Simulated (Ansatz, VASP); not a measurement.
## CdSe: VASP beside Ansatz

```
Cd Se
1.0
     4.34065    0.00000    0.00000
    -2.17033    3.75911    0.00000
     0.00000    0.00000    7.07697
Cd Se
2 2
Direct
  0.33333 0.66667 0.00453
  0.66667 0.33333 0.50453
  0.33333 0.66667 0.38047
  0.66667 0.33333 0.88047
```

Alike in both runs: functional r2SCAN; k mesh 6 × 6 × 4; occupations fermi-dirac, width 0.02 eV; no spin polarisation.

Ansatz relaxed the structure, and its values are those at the end. VASP's run is a single point on that final structure, the one shown.

|  | VASP | Ansatz |
| --- | --- | --- |
| version | VASP 6.6.1 | Ansatz 0.2.0 |
| potentials or method | VASP PAW PBE potentials, release 64 (Cd, Se), cutoff 520 eV | PAW plane waves |
| valence electrons in the cell | 36 | 72 |

|  | VASP | Ansatz | Ansatz less VASP |
| --- | --- | --- | --- |
| gap on the k mesh at the Fermi level (eV) | 1.09 | 1.10 | +0.005 |
| pressure (GPa) | 0.2 | 0.0 | -0.24 |

VASP's potentials were made for PBE, not for r2SCAN. VASP's potentials hold 36 valence electrons a cell and Ansatz's 72, so a difference there can come from the potentials and not from the codes.
